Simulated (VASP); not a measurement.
# WS2 in VASP: a series of runs

WS2 is run at these levels: r2SCAN; tasks: single point.

Program: VASP 6.6.1. These are calculated values, not measurements. Logs are shortened: lines on timing, memory, paths and dates and some standing lists are left out, and cuts for length are marked.

## 1. The cell of the first run

The cell holds a slab with vacuum, 3 atoms: a = 3.038 Å, b = 3.038 Å, c = 17.409 Å, α = 90.00°, β = 90.00°, γ = 120.00°.

## 2. Single point, r2SCAN

POSCAR

```
WS2
1.0
    3.0379460954      0.0000000000      0.0000000000
   -1.5189730477      2.6309384940      0.0000000000
    0.0000000000      0.0000000000     17.4094278018
W S
1 2
Direct
    0.3333333333      0.6666666667      0.0000000000
    0.6666666667      0.3333333333      0.9074856645
    0.6666666667      0.3333333333      0.0925143355
```

INCAR.step1

```
SYSTEM = WS2
PREC     = Accurate       ! precision mode
ENCUT    = 520            ! plane-wave cutoff, eV
ISMEAR   = 0              ! smearing method
SIGMA    = 0.02           ! smearing width, eV
LREAL    = .FALSE.        ! projectors in reciprocal space
LASPH    = .TRUE.         ! aspherical terms in the spheres
NELM     = 100            ! most SCF steps
NBANDS   = 20             ! bands
GGA      = PE             ! functional
ALGO     = Normal         ! electronic algorithm
EDIFF    = 1E-4           ! SCF threshold, eV
LWAVE    = .TRUE.         ! write WAVECAR
LCHARG   = .FALSE.        ! write CHGCAR
```

INCAR.step2

```
SYSTEM = WS2
PREC     = Accurate       ! precision mode
ENCUT    = 520            ! plane-wave cutoff, eV
EDIFF    = 1E-7           ! SCF threshold, eV
ISMEAR   = 0              ! smearing method
SIGMA    = 0.02           ! smearing width, eV
LREAL    = .FALSE.        ! projectors in reciprocal space
LASPH    = .TRUE.         ! aspherical terms in the spheres
NELM     = 100            ! most SCF steps
ALGO     = Normal         ! electronic algorithm
ISIF     = 2              ! what is computed and relaxed
LWAVE    = .FALSE.        ! write WAVECAR
LCHARG   = .FALSE.        ! write CHGCAR
METAGGA  = R2SCAN         ! meta-GGA
LMIXTAU  = .TRUE.       
NBANDS   = 20             ! bands
ISTART   = 1
```

KPOINTS

```
Automatic mesh
0
G
  12 12 2
  0 0 0
```

Potentials or basis: VASP PAW PBE potentials, release 64 (W_sv, S).

Command:

```sh
$ cat potpaw_PBE.64/W_sv/POTCAR potpaw_PBE.64/S/POTCAR > POTCAR
$ cp INCAR.step1 INCAR
$ mpirun -np 1 vasp_std > vasp.out
$ cp INCAR.step2 INCAR
$ mpirun -np 1 vasp_std > vasp.out
```

OUTCAR:

```text
SYSTEM = WS2
   PREC = Accurate
   ENCUT = 520
   EDIFF = 1E-7
   ISMEAR = 0
   LREAL = .FALSE.
   LASPH = .TRUE.
   NELM = 100
   ISIF = 2
   METAGGA = R2SCAN
   ISTART = 1

 ion  position               nearest neighbor table
   1  0.333  0.667  0.000-   2 2.38   3 2.38   2 2.38   3 2.38   2 2.38   3 2.38
   2  0.667  0.333  0.907-   1 2.38   1 2.38   1 2.38
   3  0.667  0.333  0.093-   1 2.38   1 2.38   1 2.38

  LATTYP: Found a hexagonal cell.
 ALAT       =     3.0379460954
 C/A-ratio  =     5.7306572451

  Lattice vectors:

 A1 = (   3.0379460954,   0.0000000000,   0.0000000000)
 A2 = (  -1.5189730477,   2.6309384940,   0.0000000000)
 A3 = (   0.0000000000,   0.0000000000,  17.4094278018)

Analysis of symmetry for initial positions (statically):
=====================================================================
 Subroutine PRICEL returns:
 Original cell was already a primitive cell.

 Routine SETGRP: Setting up the symmetry group for a
 hexagonal supercell.

 Subroutine GETGRP returns: Found 12 space group operations
 (whereof 12 operations were pure point group operations)
 out of a pool of 24 trial point group operations.

The static configuration has the point symmetry D_3h.

Analysis of symmetry for dynamics (positions and initial velocities):
=====================================================================
 Subroutine PRICEL returns:
 Original cell was already a primitive cell.

 Routine SETGRP: Setting up the symmetry group for a
 hexagonal supercell.

 Subroutine GETGRP returns: Found 12 space group operations
 (whereof 12 operations were pure point group operations)
 out of a pool of 24 trial point group operations.

The dynamic configuration has the point symmetry D_3h.

 Subroutine INISYM returns: Found 12 space group operations
 (whereof 12 operations are pure point group operations),
 and found     1 'primitive' translations

----------------------------------------------------------------------------------------

                                     Primitive cell

  volume of cell :     139.1475

  direct lattice vectors                    reciprocal lattice vectors
     3.037946095  0.000000000  0.000000000     0.329169764  0.190046252  0.000000000
    -1.518973048  2.630938494  0.000000000     0.000000000  0.380092504  0.000000000
     0.000000000  0.000000000 17.409427802     0.000000000  0.000000000  0.057440142

  length of vectors
     3.037946095  3.037946095 17.409427802     0.380092504  0.380092504  0.057440142

  position of ions in fractional coordinates (direct lattice)
     0.333333333  0.666666667  0.000000000
     0.666666667  0.333333333  0.907485665
     0.666666667  0.333333333  0.092514335

  ion indices of the primitive-cell ions
   primitive index   ion index
                 1           1
                 2           2
                 3           3

----------------------------------------------------------------------------------------

 KPOINTS: Automatic mesh

Automatic generation of k-mesh.
 Grid dimensions read from file:
 generate k-points for:   12   12    2

 Generating k-lattice:

  Cartesian coordinates                     Fractional coordinates (reciprocal lattice)
     0.027430814  0.015837188  0.000000000     0.083333333 -0.000000000  0.000000000
     0.000000000  0.031674375  0.000000000     0.000000000  0.083333333  0.000000000
     0.000000000  0.000000000  0.028720071     0.000000000  0.000000000  0.500000000

  Length of vectors
     0.031674375  0.031674375  0.028720071

  Shift w.r.t. Gamma in fractional coordinates (k-lattice)
     0.000000000  0.000000000  0.000000000

 Subroutine IBZKPT returns following result:
 ===========================================

 Found     38 irreducible k-points:

 Following reciprocal coordinates:
            Coordinates               Weight
  0.000000  0.000000  0.000000      1.000000
  0.083333  0.000000  0.000000      6.000000
  0.166667  0.000000  0.000000      6.000000
  0.250000  0.000000  0.000000      6.000000
  0.333333 -0.000000  0.000000      6.000000
[... 48 lines left out ...]

 k-point     2 :       0.0833    0.0000    0.0000
  band No.  band energies     occupation
      1     -76.7528      2.00000
      2     -40.4591      2.00000
      3     -40.1575      2.00000
      4     -40.1270      2.00000
      5     -16.8024      2.00000
      6     -15.2023      2.00000
[... 12 lines left out ...]
     19       5.0627      0.00000
     20       5.9260      0.00000

 k-point     3 :       0.1667    0.0000    0.0000
  band No.  band energies     occupation
      1     -76.7461      2.00000
      2     -40.4390      2.00000
      3     -40.2640      2.00000
      4     -40.1515      2.00000
      5     -16.3984      2.00000
      6     -15.0348      2.00000
[... 12 lines left out ...]
     19       5.5161      0.00000
     20       6.3901      0.00000

 k-point     4 :       0.2500    0.0000    0.0000
  band No.  band energies     occupation
      1     -76.7369      2.00000
      2     -40.4114      2.00000
      3     -40.4069      2.00000
      4     -40.1847      2.00000
      5     -15.7917      2.00000
      6     -14.7858      2.00000
[... 12 lines left out ...]
     19       6.1962      0.00000
     20       6.8711      0.00000

 k-point     5 :       0.3333   -0.0000    0.0000
  band No.  band energies     occupation
      1     -76.7278      2.00000
      2     -40.5467      2.00000
      3     -40.3837      2.00000
      4     -40.2177      2.00000
      5     -15.0890      2.00000
      6     -14.5068      2.00000
[... 12 lines left out ...]
     19       6.7961      0.00000
     20       7.0337      0.00000
[... 353 lines left out ...]
      6     -15.2023      2.00000
[... 12 lines left out ...]
     19       5.0177      0.00000
     20       6.0691      0.00000

 k-point    22 :       0.1667    0.0000    0.5000
  band No.  band energies     occupation
      1     -76.7461      2.00000
      2     -40.4390      2.00000
      3     -40.2640      2.00000
      4     -40.1515      2.00000
      5     -16.3984      2.00000
      6     -15.0348      2.00000
[... 12 lines left out ...]
     19       5.4707      0.00000
     20       6.5059      0.00000

 k-point    23 :       0.2500    0.0000    0.5000
  band No.  band energies     occupation
      1     -76.7370      2.00000
      2     -40.4114      2.00000
      3     -40.4069      2.00000
      4     -40.1847      2.00000
      5     -15.7917      2.00000
      6     -14.7857      2.00000
[... 12 lines left out ...]
     19       6.0818      0.00000
     20       7.1172      0.00000

 k-point    24 :       0.3333   -0.0000    0.5000
  band No.  band energies     occupation
      1     -76.7278      2.00000
      2     -40.5467      2.00000
      3     -40.3837      2.00000
      4     -40.2177      2.00000
      5     -15.0890      2.00000
      6     -14.5068      2.00000
[... 12 lines left out ...]
     19       6.7256      0.00000
     20       7.1958      0.00000

 [... further k-points ...]

------------------------ aborting loop because EDIFF is reached ----------------------------------------

  FORCE on cell =-STRESS in cart. coord.  units (eV):
  Direction    XX          YY          ZZ          XY          YZ          ZX
  --------------------------------------------------------------------------------------
  -------------------------------------------------------------------------------------
  Total        5.2687780      5.2687780      0.0644308     -0.0000000      0.0000000      0.0000000
  in kB       60.6659816     60.6659816      0.7418718     -0.0000000      0.0000000      0.0000000
  external PRESSURE =      40.6912783 kB  Pullay stress =       0.0000000 kB

 VOLUME and BASIS-vectors are now :
 -----------------------------------------------------------------------------
  energy-cutoff  :      520.00
  volume of cell :      139.15
      direct lattice vectors                 reciprocal lattice vectors
     3.037946095  0.000000000  0.000000000     0.329169764  0.190046252  0.000000000
    -1.518973048  2.630938494  0.000000000     0.000000000  0.380092504  0.000000000
     0.000000000  0.000000000 17.409427802     0.000000000  0.000000000  0.057440142

 POSITION                                       TOTAL-FORCE (eV/Angst)
 -----------------------------------------------------------------------------------
     -0.00000      1.75396      0.00000        -0.000000     -0.000000      0.000000
      1.51897      0.87698     15.79881         0.000000     -0.000000     -0.028830
      1.51897      0.87698      1.61062         0.000000      0.000000      0.028830
 -----------------------------------------------------------------------------------
    total drift:                               -0.000000      0.000000     -0.000000

  FREE ENERGIE OF THE ION-ELECTRON SYSTEM (eV)
  ---------------------------------------------------
  free  energy   TOTEN  =       -69.8007849123 eV

  energy  without entropy=      -69.8007849123  energy(sigma->0) =      -69.80078491
```

It took 4.2 min on 1 thread of Intel Xeon 6975P-C (Granite Rapids), shared host; peak memory 0.35 GiB.

What came out:

- Free energy: -69.8008 eV
- Largest force: 0.029 eV/Å
- Band gap on the k mesh: 1.96 eV (least direct gap 2.68 eV)

Forces in eV/Å, atoms in the order of the input:
```
W    0.000  0.000  0.000
S    0.000  0.000 -0.029
S    0.000  0.000  0.029
```

Levels at points of the mesh, in eV from the valence-band top:
| k point | band 10 | band 11 | band 12 | band 13 | band 14 | band 15 | band 16 | band 17 |
| --- | --- | --- | --- | --- | --- | --- | --- | --- |
| (0.00, 0.00, 0.00) | -2.70 | -1.29 | -1.29 | -0.64 | 3.48 | 3.48 | 3.50 | 3.50 |
| (0.50, 0.00, 0.00) | -3.47 | -2.72 | -1.13 | -0.98 | 3.76 | 3.77 | 4.46 | 5.21 |
| (0.00, 0.00, 0.50) | -2.70 | -1.29 | -1.29 | -0.64 | 3.48 | 3.48 | 3.50 | 3.50 |
| (0.50, 0.00, 0.50) | -3.47 | -2.72 | -1.13 | -0.98 | 3.76 | 3.77 | 4.46 | 5.21 |

Caveat: there is no dipole correction, which matters where the two faces differ; the PAW data sets were made with another functional, which shifts forces and pressure a little; spin-orbit coupling is left out, which moves the levels of the heavy elements.

(Part 1 of 2 ends here.)
